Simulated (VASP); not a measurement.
# BN (P6_3mc) in VASP: notebook

Runs on BN. Level: PBE. Tasks: single point.

Everything below comes from runs of VASP 6.6.1. Logs are shortened: lines on timing, memory, paths and dates and some standing lists are left out, and cuts for length are marked.

### Step 1. The cell of the first run

The structure is hexagonal, space group P6_3mc (No. 186). Conventional cell: a = 2.656 Å, b = 2.656 Å, c = 3.889 Å, α = 90.00°, β = 90.00°, γ = 120.00°. B (site symmetry 3m) has 4 N at 1.46 to 1.61 Å within 1.9 Å. Within 1.9 Å of N (site symmetry 3m) lie 4 B at 1.46 to 1.61 Å.

### Step 2. Single point, PBE (strain +0.040 along x and y, -0.080 along z)

File INCAR:

```
SYSTEM = BN
PREC     = Accurate       ! precision mode
ENCUT    = 520            ! plane-wave cutoff, eV
EDIFF    = 1E-6           ! SCF threshold, eV
ISMEAR   = 0              ! smearing method
SIGMA    = 0.05           ! smearing width, eV
LREAL    = .FALSE.        ! projectors in reciprocal space
LASPH    = .TRUE.         ! aspherical terms in the spheres
NELM     = 60             ! most SCF steps
ALGO     = Normal         ! electronic algorithm
ISIF     = 2              ! what is computed and relaxed
LWAVE    = .FALSE.        ! write WAVECAR
LCHARG   = .TRUE.         ! write CHGCAR
GGA      = PE             ! functional
LELF     = .TRUE.         ! ELF
LVHAR    = .TRUE.       
NBANDS   = 16             ! bands
```

File KPOINTS:

```
regular mesh
0
G
  12 12 6
  0 0 0
```

File POSCAR:

```
BN
1.0
    2.6560971858      0.0000000000      0.0000000000
   -1.3280485929      2.3002476378      0.0000000000
    0.0000000000      0.0000000000      3.8887066000
B N
2 2
Direct
    0.6666666667      0.3333333333      0.9997240000
    0.3333333333      0.6666666667      0.4997240000
    0.6666666667      0.3333333333      0.6252760000
    0.3333333333      0.6666666667      0.1252760000
```

Potentials or basis: VASP PAW PBE potentials, release 64 (B, N).

On the command line:

```bash
> cat potpaw_PBE.64/B/POTCAR potpaw_PBE.64/N/POTCAR > POTCAR
> mpirun -np 1 vasp_std > vasp.out
```

OUTCAR:

```text
SYSTEM = BN
   PREC = Accurate
   ENCUT = 520
   EDIFF = 1E-6
   ISMEAR = 0
   LREAL = .FALSE.
   LASPH = .TRUE.
   NELM = 60
   ISIF = 2
   GGA = PE

 ion  position               nearest neighbor table
   1  0.667  0.333  1.000-   3 1.46   4 1.61   4 1.61   4 1.61
   2  0.333  0.667  0.500-   4 1.46   3 1.61   3 1.61   3 1.61
   3  0.667  0.333  0.625-   1 1.46   2 1.61   2 1.61   2 1.61
   4  0.333  0.667  0.125-   2 1.46   1 1.61   1 1.61   1 1.61

  LATTYP: Found a hexagonal cell.
 ALAT       =     2.6560971858
 C/A-ratio  =     1.4640678891

  Lattice vectors:

 A1 = (   2.6560971858,   0.0000000000,   0.0000000000)
 A2 = (  -1.3280485929,   2.3002476378,   0.0000000000)
 A3 = (   0.0000000000,   0.0000000000,   3.8887066000)

Analysis of symmetry for initial positions (statically):
=====================================================================
 Subroutine PRICEL returns:
 Original cell was already a primitive cell.

 Routine SETGRP: Setting up the symmetry group for a
 hexagonal supercell.

 Subroutine GETGRP returns: Found 12 space group operations
 (whereof  6 operations were pure point group operations)
 out of a pool of 24 trial point group operations.

The static configuration has the point symmetry C_3v.
 The point group associated with its full space group is C_6v.

Analysis of symmetry for dynamics (positions and initial velocities):
=====================================================================
 Subroutine PRICEL returns:
 Original cell was already a primitive cell.

 Routine SETGRP: Setting up the symmetry group for a
 hexagonal supercell.

 Subroutine GETGRP returns: Found 12 space group operations
 (whereof  6 operations were pure point group operations)
 out of a pool of 24 trial point group operations.

The dynamic configuration has the point symmetry C_3v.
 The point group associated with its full space group is C_6v.

 Subroutine INISYM returns: Found 12 space group operations
 (whereof  6 operations are pure point group operations),
 and found     1 'primitive' translations

----------------------------------------------------------------------------------------

                                     Primitive cell

  volume of cell :      23.7588

  direct lattice vectors                    reciprocal lattice vectors
     2.656097186  0.000000000  0.000000000     0.376492248  0.217367901  0.000000000
    -1.328048593  2.300247638  0.000000000     0.000000000  0.434735801  0.000000000
     0.000000000  0.000000000  3.888706600     0.000000000  0.000000000  0.257154911

  length of vectors
     2.656097186  2.656097186  3.888706600     0.434735801  0.434735801  0.257154911

  position of ions in fractional coordinates (direct lattice)
     0.666666667  0.333333333  0.999724000
     0.333333333  0.666666667  0.499724000
     0.666666667  0.333333333  0.625276000
     0.333333333  0.666666667  0.125276000

  ion indices of the primitive-cell ions
   primitive index   ion index
                 1           1
                 2           2
                 3           3
                 4           4

----------------------------------------------------------------------------------------

 KPOINTS: regular mesh

Automatic generation of k-mesh.
 Grid dimensions read from file:
 generate k-points for:   12   12    6

 Generating k-lattice:

  Cartesian coordinates                     Fractional coordinates (reciprocal lattice)
     0.031374354  0.018113992  0.000000000     0.083333333  0.000000000  0.000000000
     0.000000000  0.036227983  0.000000000     0.000000000  0.083333333  0.000000000
     0.000000000  0.000000000  0.042859152     0.000000000  0.000000000  0.166666667

  Length of vectors
     0.036227983  0.036227983  0.042859152

  Shift w.r.t. Gamma in fractional coordinates (k-lattice)
     0.000000000  0.000000000  0.000000000

 Subroutine IBZKPT returns following result:
 ===========================================

 Found     76 irreducible k-points:

 Following reciprocal coordinates:
            Coordinates               Weight
  0.000000  0.000000  0.000000      1.000000
  0.083333  0.000000  0.000000      6.000000
  0.166667  0.000000  0.000000      6.000000
  0.250000  0.000000  0.000000      6.000000
  0.333333  0.000000  0.000000      6.000000
  0.416667  0.000000  0.000000      6.000000
[... 16 lines left out ...]
  0.250000  0.000000  0.166667     12.000000
  0.333333  0.000000  0.166667     12.000000
 [... further k-points ...]
   k-points           NKPTS =     76   k-points in BZ     NKDIM =     76   number of bands    NBANDS=     16
   number of dos      NEDOS =    301   number of ions     NIONS =      4
   total plane-waves  NPLWV =  12000
   dimension x,y,z NGX =    20 NGY =   20 NGZ =   30
   dimension x,y,z NGXF=    40 NGYF=   40 NGZF=   60
   ions per type =               2   2
   NGX,Y,Z   is equivalent  to a cutoff of  12.52, 12.52, 12.83 a.u.
[... 63 lines left out ...]
 cond. band min:      12.8824032879   @ k =   0.5000   0.0000   0.0000
 fundamental gap:      5.3797762707
 Fermi energy:         7.8169044211

 k-point     1 :       0.0000    0.0000    0.0000
  band No.  band energies     occupation
      1     -12.9021      2.00000
      2      -7.7266      2.00000
      3      -2.9943      2.00000
      4       4.3809      2.00000
      5       4.3809      2.00000
      6       7.1623      2.00000
[... 8 lines left out ...]
     15      20.3453      0.00000
     16      24.9959      0.00000

 k-point     2 :       0.0833    0.0000    0.0000
  band No.  band energies     occupation
      1     -12.7653      2.00000
      2      -7.6423      2.00000
      3      -2.8650      2.00000
      4       3.7541      2.00000
      5       4.1239      2.00000
      6       6.7328      2.00000
[... 8 lines left out ...]
     15      20.4698      0.00000
     16      24.6300      0.00000

 k-point     3 :       0.1667    0.0000    0.0000
  band No.  band energies     occupation
      1     -12.3595      2.00000
      2      -7.4132      2.00000
      3      -2.4825      2.00000
      4       2.2780      2.00000
      5       3.5200      2.00000
      6       5.5821      2.00000
[... 8 lines left out ...]
     15      20.8213      0.00000
     16      23.5044      0.00000

 k-point     4 :       0.2500    0.0000    0.0000
  band No.  band energies     occupation
      1     -11.7012      2.00000
      2      -7.1287      2.00000
      3      -1.8696      2.00000
      4       0.6089      2.00000
      5       2.8437      2.00000
      6       4.0988      2.00000
[... 8 lines left out ...]
     15      22.2114      0.00000
     16      23.1142      0.00000

 k-point     5 :       0.3333    0.0000    0.0000
  band No.  band energies     occupation
      1     -10.8300      2.00000
      2      -6.9952      2.00000
      3      -1.1837      2.00000
      4      -0.6240      2.00000
      5       2.2744      2.00000
      6       2.6103      2.00000
[... 8 lines left out ...]
     15      23.6393      0.00000
     16      23.9003      0.00000

 k-point     6 :       0.4167    0.0000    0.0000
  band No.  band energies     occupation
      1      -9.8537      2.00000
      2      -7.2803      2.00000
      3      -1.5170      2.00000
      4      -0.0507      2.00000
      5       1.3871      2.00000
      6       1.9048      2.00000
[... 8 lines left out ...]
     15      24.7229      0.00000
     16      24.9745      0.00000
[... 267 lines left out ...]
 k-point    21 :       0.0833    0.0000    0.1667
  band No.  band energies     occupation
      1     -12.5696      2.00000
      2      -8.4155      2.00000
      3      -1.8145      2.00000
      4       3.9328      2.00000
      5       4.2936      2.00000
      6       6.1223      2.00000
[... 8 lines left out ...]
     15      20.4551      0.00000
     16      24.3453      0.00000

 k-point    22 :       0.1667    0.0000    0.1667
  band No.  band energies     occupation
      1     -12.1669      2.00000
      2      -8.1325      2.00000
      3      -1.5437      2.00000
      4       2.5087      2.00000
      5       3.6994      2.00000
      6       4.9095      2.00000
[... 8 lines left out ...]
     15      20.6573      0.00000
     16      23.8556      0.00000

 k-point    23 :       0.2500    0.0000    0.1667
  band No.  band energies     occupation
      1     -11.5147      2.00000
      2      -7.7371      2.00000
      3      -1.2720      2.00000
      4       1.0475      2.00000
      5       3.0313      2.00000
      6       3.3634      2.00000
[... 8 lines left out ...]
     15      21.7792      0.00000
     16      23.6578      0.00000

 k-point    24 :       0.3333    0.0000    0.1667
  band No.  band energies     occupation
      1     -10.6552      2.00000
      2      -7.4053      2.00000
      3      -1.5937      2.00000
      4       0.5494      2.00000
      5       1.8375      2.00000
      6       2.4675      2.00000
[... 8 lines left out ...]
     15      23.2056      0.00000
     16      24.2659      0.00000

 [... further k-points ...]
[... 5 lines left out ...]
  --------------------------------------------------------------------------------------
  -------------------------------------------------------------------------------------
  Total       -4.6824788     -4.6824788     14.0457253      0.0000000      0.0000000      0.0000000
  in kB     -315.7640383   -315.7640383    947.1767321      0.0000000      0.0000000      0.0000000
  external PRESSURE =     105.2162185 kB  Pullay stress =       0.0000000 kB

 VOLUME and BASIS-vectors are now :
 -----------------------------------------------------------------------------
  energy-cutoff  :      520.00
  volume of cell :       23.76
      direct lattice vectors                 reciprocal lattice vectors
     2.656097186  0.000000000  0.000000000     0.376492248  0.217367901  0.000000000
    -1.328048593  2.300247638  0.000000000     0.000000000  0.434735801  0.000000000
     0.000000000  0.000000000  3.888706600     0.000000000  0.000000000  0.257154911

 POSITION                                       TOTAL-FORCE (eV/Angst)
 -----------------------------------------------------------------------------------
      1.32805      0.76675      3.88763        -0.000000     -0.000000      0.946799
     -0.00000      1.53350      1.94328         0.000000     -0.000000      0.946799
      1.32805      0.76675      2.43151        -0.000000      0.000000     -0.946799
     -0.00000      1.53350      0.48716         0.000000     -0.000000     -0.946799
 -----------------------------------------------------------------------------------
    total drift:                               -0.000000     -0.000000     -0.000624

  FREE ENERGIE OF THE ION-ELECTRON SYSTEM (eV)
  ---------------------------------------------------
  free  energy   TOTEN  =       -34.0887130969 eV

  energy  without entropy=      -34.0887130969  energy(sigma->0) =      -34.08871310
```

Run time: 40 s. Hardware: 1 thread of Intel Xeon 8259CL, shared host; peak memory 0.14 GiB.

The run converged, but its numbers aren't listed here, since they failed a check.

Caveat: the cell differs from its parent crystal (strain +0.040 along x and y, -0.080 along z).

### Step 3. Single point, PBE (strain +0.000 along x and y, +0.040 along z)

File INCAR:

```
  ALGO = Normal
  EDIFF = 1E-7
  ENCUT = 520
  GGA = PE
  ISIF = 2
  ISMEAR = 0
  LASPH = T
  LCHARG = F
  LREAL = F
  LWAVE = F
  NBANDS = 16
  NELM = 60
  PREC = Accurate
  SIGMA = 0.05
```

File KPOINTS:

```
k-points
0
Gamma
  12 12 6
```

File POSCAR:

```
BN
1.0
    2.5539396017      0.0000000000      0.0000000000
   -1.2769698009      2.2117765748      0.0000000000
    0.0000000000      0.0000000000      4.3959292000
B N
2 2
Direct
    0.6666666667      0.3333333333      0.9997240000
    0.3333333333      0.6666666667      0.4997240000
    0.6666666667      0.3333333333      0.6252760000
    0.3333333333      0.6666666667      0.1252760000
```

Potentials or basis: VASP PAW PBE potentials, release 64 (B, N).

On the command line:

```bash
> cat potpaw_PBE.64/B/POTCAR potpaw_PBE.64/N/POTCAR > POTCAR
> mpirun -np 1 vasp_std > vasp.out
```

Run time: 47 s. Hardware: 1 thread of Intel Xeon 8259CL, shared host; peak memory 0.15 GiB.

It converged, with:

```yaml
Free_energy: -34.7226 eV
Pressure: -12.9 GPa
Largest_force: 0.162 eV/Å
Band_gap_on_the_k_mesh: 5.12 eV, indirect (least direct gap 7.02 eV)
```

Forces in eV/Å, atoms in the order of the input:
```
B    0.000  0.000  0.162
B    0.000  0.000  0.162
N    0.000  0.000 -0.162
N    0.000  0.000 -0.162
```

Stress tensor (GPa, compression positive):
```
 -1.58   0.00   0.00
  0.00  -1.58   0.00
  0.00   0.00 -35.40
```

Levels at points of the mesh, in eV from the valence-band top:
| k point | band 4 | band 5 | band 6 | band 7 | band 8 | band 9 | band 10 | band 11 | band 12 | band 13 |
| --- | --- | --- | --- | --- | --- | --- | --- | --- | --- | --- |
| (0.00, 0.00, 0.00) | -1.75 | -1.75 | -0.42 | 0.00 | 0.00 | 7.02 | 8.51 | 8.51 | 9.68 | 10.54 |
| (0.50, 0.00, 0.00) | -7.86 | -6.57 | -4.55 | -4.11 | -2.16 | 6.89 | 7.52 | 10.58 | 10.82 | 11.68 |
| (0.00, 0.00, 0.50) | -5.87 | -0.96 | -0.96 | -0.96 | -0.96 | 9.53 | 9.53 | 9.88 | 9.88 | 9.88 |
| (0.50, 0.00, 0.50) | -9.66 | -3.60 | -3.60 | -3.52 | -3.52 | 6.21 | 6.21 | 9.56 | 9.56 | 13.80 |

Caveat: the cell differs from its parent crystal (strain +0.000 along x and y, +0.040 along z).

### Step 4. Single point, PBE (strain +0.040 along x and y, -0.040 along z)

File INCAR:

```
SYSTEM = BN
PREC = Accurate
ENCUT = 520
EDIFF = 1E-6
ISMEAR = 0
SIGMA = 0.05
LREAL = .FALSE.
LASPH = .TRUE.
NELM = 80
ALGO = Normal
ISIF = 2
LWAVE = .FALSE.
LCHARG = .FALSE.
GGA = PE
NBANDS = 16
```

File KPOINTS:

```
regular mesh
0
G
  12 12 6
  0 0 0
```

File POSCAR:

```
BN
1.0
    2.6560971858      0.0000000000      0.0000000000
   -1.3280485929      2.3002476378      0.0000000000
    0.0000000000      0.0000000000      4.0577808000
B N
2 2
Direct
    0.6666666667      0.3333333333      0.9997240000
    0.3333333333      0.6666666667      0.4997240000
    0.6666666667      0.3333333333      0.6252760000
    0.3333333333      0.6666666667      0.1252760000
```

On the command line:

```bash
> cat potpaw_PBE.64/B/POTCAR potpaw_PBE.64/N/POTCAR > POTCAR
> mpirun -np 1 vasp_std > vasp.out
```

It took 47 s on 1 thread of Intel Xeon 8259CL, shared host; peak memory 0.14 GiB.

The run converged. Its results:

* Free energy: -34.5096 eV
* Pressure: -9.6 GPa
* Largest force: 0.256 eV/Å
* Band gap on the k mesh: 5.48 eV, indirect (least direct gap 7.33 eV)

Forces on the atoms (eV/Å):
```
B    0.000  0.000  0.256
B    0.000  0.000  0.256
N    0.000  0.000 -0.256
N    0.000  0.000 -0.256
```

Stress tensor (GPa, compression positive):
```
-33.49   0.00   0.00
  0.00 -33.49   0.00
  0.00   0.00  38.06
```

Levels at points of the mesh, in eV from the valence-band top:
```tsv
k point	band 5	band 6	band 7	band 8	band 9	band 10	band 11	band 12
(0.00, 0.00, 0.00)	-2.63	-0.22	0.00	0.00	7.44	7.46	7.46	9.14
(0.50, 0.00, 0.00)	-6.75	-5.21	-4.38	-1.69	5.72	8.24	9.79	10.73
(0.00, 0.00, 0.50)	-1.48	-1.48	-1.48	-1.48	7.93	7.93	9.18	9.18
(0.50, 0.00, 0.50)	-3.77	-3.77	-3.05	-3.05	6.41	6.41	10.37	10.37
```

Caveat: the cell differs from its parent crystal (strain +0.040 along x and y, -0.040 along z).

### Step 5. Single point, PBE (strain +0.000 along x and y, +0.080 along z)

File INCAR:

```
SYSTEM = BN
PREC = Accurate
ENCUT = 520
EDIFF = 1E-6
ISMEAR = 0
SIGMA = 0.05
LREAL = .FALSE.
LASPH = .TRUE.
NELM = 100
ALGO = Normal
ISIF = 2
LWAVE = .FALSE.
LCHARG = .TRUE.
GGA = PE
LELF = .TRUE.
LVHAR = .TRUE.
NBANDS = 16
```

File KPOINTS:

```
Automatic mesh
0
G
  12 12 6
  0 0 0
```

File POSCAR:

```
BN
1.0
    2.5539396017      0.0000000000      0.0000000000
   -1.2769698009      2.2117765748      0.0000000000
    0.0000000000      0.0000000000      4.5650034000
B N
2 2
Direct
    0.6666666667      0.3333333333      0.9997240000
    0.3333333333      0.6666666667      0.4997240000
    0.6666666667      0.3333333333      0.6252760000
    0.3333333333      0.6666666667      0.1252760000
```

On the command line:

```bash
> cat potpaw_PBE.64/B/POTCAR potpaw_PBE.64/N/POTCAR > POTCAR
> mpirun -np 1 vasp_std > vasp.out
```

Wall time 53 s (1 thread of Intel Xeon 8259CL, shared host); peak memory 0.15 GiB.

Results (log left out):

```
Free energy            : -34.4321 eV
Pressure               : -22.4 GPa
Largest force          : 0.544 eV/Å
Band gap on the k mesh : 5.03 eV, indirect (least direct gap 5.63 eV)
```

Forces on the atoms (eV/Å):
```
B    0.000  0.000  0.544
B    0.000  0.000  0.544
N    0.000  0.000 -0.544
N    0.000  0.000 -0.544
```

Stress tensor (GPa, compression positive):
```
 -3.03   0.00   0.00
  0.00  -3.03   0.00
  0.00   0.00 -61.25
```

Levels at points of the mesh, in eV from the valence-band top:
```
           k point  band 6  band 7  band 8  band 9  band 10  band 11
(0.00, 0.00, 0.00)   -0.62    0.00    0.00    5.63     8.65     8.65
(0.50, 0.00, 0.00)   -4.23   -3.90   -2.22    7.01     7.10     9.69
(0.00, 0.00, 0.50)   -0.79   -0.79   -0.79    9.51     9.51     9.86
(0.50, 0.00, 0.50)   -3.64   -3.34   -3.34    5.78     5.78     9.27
```

Caveat: the cell differs from its parent crystal (strain +0.000 along x and y, +0.080 along z). A k mesh can miss the band edges.

### Step 6. Summary

```tsv
cell	gap on the mesh (eV)	pressure (GPa)	largest force (eV/Å)
a = 2.554, b = 2.554, c = 4.396 Å, angles 90.0, 90.0, 120.0°, 4 atoms	5.12	-12.9	0.16
a = 2.656, b = 2.656, c = 4.058 Å, angles 90.0, 90.0, 120.0°, 4 atoms	5.48	-9.6	0.26
a = 2.554, b = 2.554, c = 4.565 Å, angles 90.0, 90.0, 120.0°, 4 atoms	5.03	-22.4	0.54
```

Alike in all rows: task single point; level PBE; potentials or basis VASP PAW PBE potentials, release 64 (B, N); no spin polarisation; k mesh 12 × 12 × 6; cutoff (eV) 520; smearing gaussian 0.05 eV.

Total energies depend on the potentials used, so only differences within one code and one set of settings carry meaning.
